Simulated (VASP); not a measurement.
Input of a VASP 6.6.1 run:

INCAR

```
SYSTEM = Os
PREC = Accurate
ENCUT = 600
EDIFF = 1E-6
ISMEAR = 0
SIGMA = 0.05
LREAL = .False.
LASPH = .True.
NELM = 120
ALGO = Normal
ISIF = 2
LWAVE = .False.
LCHARG = .False.
NBANDS = 10
GGA_COMPAT = .False.
```

The input KPOINTS:

```
Automatic mesh
0
Gamma
  21 21 21
  0 0 0
```

Contents of POSCAR:

```
Os
1.0
    0.0000000000      1.9011372222      1.9011372222
    1.9011372222      0.0000000000      1.9011372222
    1.9011372222      1.9011372222      0.0000000000
Os
1
Direct
    0.0000000000      0.0000000000      0.0000000000
```

Potentials or basis: VASP PAW LDA potentials, release 64 (Os).

Launch:

```sh
$ cat potpaw_LDA.64/Os/POTCAR > POTCAR
$ mpirun -np 1 vasp_std > vasp.out
```

Question: What does it give for the band gap on the k mesh?

Answer: Zero (bands 4 and 5 overlap by 4.22 eV).

Question: Estimate the pressure.

Answer: 1.3 GPa.

Caveat: spin-orbit coupling is left out, which moves the levels of the heavy elements.
